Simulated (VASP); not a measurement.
## C: single point with PBE+D3(BJ)

The system is C.

```
C
1.0
     1.22974    0.70999    3.16190
    -1.22974    0.70999    3.16190
     0.00000   -1.41998    3.16190
C
2
Direct
  0.83347 0.83347 0.83347
  0.16653 0.16653 0.16653
```

This cell differs from its parent crystal: volume scaled by 0.94, then relaxed in part.

```json
{"Program": "VASP 6.6.1", "Task": "single point", "Functional": "PBE", "Dispersion": "D3(BJ)", "Potentials or basis": "VASP PAW PBE potentials, release 64 (C)", "Cutoff": "520 eV", "k mesh": "12 × 12 × 12", "Occupations": "gaussian, width 0.02 eV", "Spin": "no spin polarisation"}
```

```
Pressure                   : 3.5 GPa
Band gap on the k mesh     : 0.90 eV, direct
Dispersion energy per atom : -0.168 eV
```

Stress tensor (GPa, compression positive):
```
3.75 0.00 0.00
0.00 3.75 0.00
0.00 0.00 2.91
```

Levels at points of the mesh, in eV from the valence-band top:
| k point | band 1 | band 2 | band 3 | band 4 | band 5 | band 6 | band 7 | band 8 | band 9 |
| --- | --- | --- | --- | --- | --- | --- | --- | --- | --- |
| (0.00, 0.00, 0.00) | -19.33 | -5.76 | -2.52 | -2.52 | 5.28 | 8.90 | 8.90 | 11.83 | 13.32 |
| (0.50, 0.00, 0.00) | -13.91 | -12.87 | -5.89 | -1.40 | 2.55 | 8.23 | 12.73 | 13.55 | 19.50 |
| (0.50, 0.50, 0.00) | -13.73 | -12.73 | -5.99 | -2.40 | 1.68 | 7.63 | 14.24 | 16.66 | 20.55 |
| (0.50, 0.50, 0.50) | -18.86 | -8.38 | -2.56 | -2.56 | 8.81 | 8.81 | 12.17 | 12.55 | 13.00 |

Wall time 30 s on 1 thread of Intel(R) Xeon(R) 6975P-C (Granite Rapids), on a shared host, peak memory 0.17 GiB.

 A k mesh can miss the band edges.
